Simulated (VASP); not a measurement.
Runs of VASP 6.6.1 on SiPb. The structure is that of space group Pm-3m (No. 221), or close to it. The cells are those of the table. 

```csv
cell,k mesh,gap on the mesh (eV),pressure (GPa)
"a = 3.868 Å, 2 atoms",4 × 4 × 4,none,(a)
"a = 3.505 Å, 2 atoms",6 × 6 × 6,none,4.5
"a = 3.774 Å, 2 atoms",4 × 4 × 4,none,-7.4
"a = 3.577 Å, 2 atoms",6 × 6 × 6,none,-0.1
```

Alike in all rows: task single point; level PBEsol; potentials or basis VASP PAW PBE potentials, release 64 (Pb_d, Si); no spin polarisation; cutoff (eV) 500; smearing gaussian 0.05 eV.

Q: Estimate the missing entries.

A: (a) -8.6.

Caveats: some runs use coarse meshes; the PAW data sets were made with another functional, which shifts forces and pressure a little; spin-orbit coupling is left out, which moves the levels of the heavy elements.

A k mesh can miss the band edges, and the runs leave out spin-orbit coupling on Pb.

A gap of «none» marks levels without a gap at the run's occupations.
